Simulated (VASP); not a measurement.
Here is a VASP 6.6.1 calculation.

The input INCAR:

```
PREC     = Accurate       # precision mode
ENCUT    = 520            # plane-wave cutoff, eV
EDIFF    = 1E-6           # SCF threshold, eV
ISMEAR   = 0              # smearing method
SIGMA    = 0.1            # smearing width, eV
LREAL    = False          # projectors in reciprocal space
LASPH    = True           # aspherical terms in the spheres
NELM     = 100            # most SCF steps
ALGO     = Normal         # electronic algorithm
ISIF     = 2              # what is computed and relaxed
LWAVE    = False          # write WAVECAR
LCHARG   = True           # write CHGCAR
GGA      = PE             # functional
LELF     = True           # ELF
LVHAR    = True         
NBANDS   = 45             # bands
```

The input KPOINTS:

```
Automatic mesh
0
Gamma
  4 4 4
```

File POSCAR:

```
Bi3As5
1.0
   -3.7169746500      3.7169746500      3.7169746500
    3.7169746500     -3.7169746500      3.7169746500
    3.7169746500      3.7169746500     -3.7169746500
Bi As
3 5
Direct
    0.0000000000      0.5000000000      0.5000000000
    0.5000000000      0.5000000000      0.0000000000
    0.5000000000      0.0000000000      0.5000000000
    0.0000000000      0.0000000000      0.0000000000
    0.0000000000      0.0000000000      0.5000000000
    0.0000000000      0.5000000000      0.0000000000
    0.5000000000      0.0000000000      0.0000000000
    0.5000000000      0.5000000000      0.5000000000
```

Potentials or basis: VASP PAW PBE potentials, release 64 (Bi_d, As).

The run is started by

```bash
$ cat potpaw_PBE.64/Bi_d/POTCAR potpaw_PBE.64/As/POTCAR > POTCAR
$ mpirun -np 1 vasp_std > vasp.out
```

Predict the pressure.

-4.5 GPa.

Predict the band gap on the k mesh.

zero (band 35 reaches 7.25 eV, above the bottom of band 36 at 5.52 eV).

Caveat: spin-orbit coupling is left out, which moves the levels of the heavy elements.
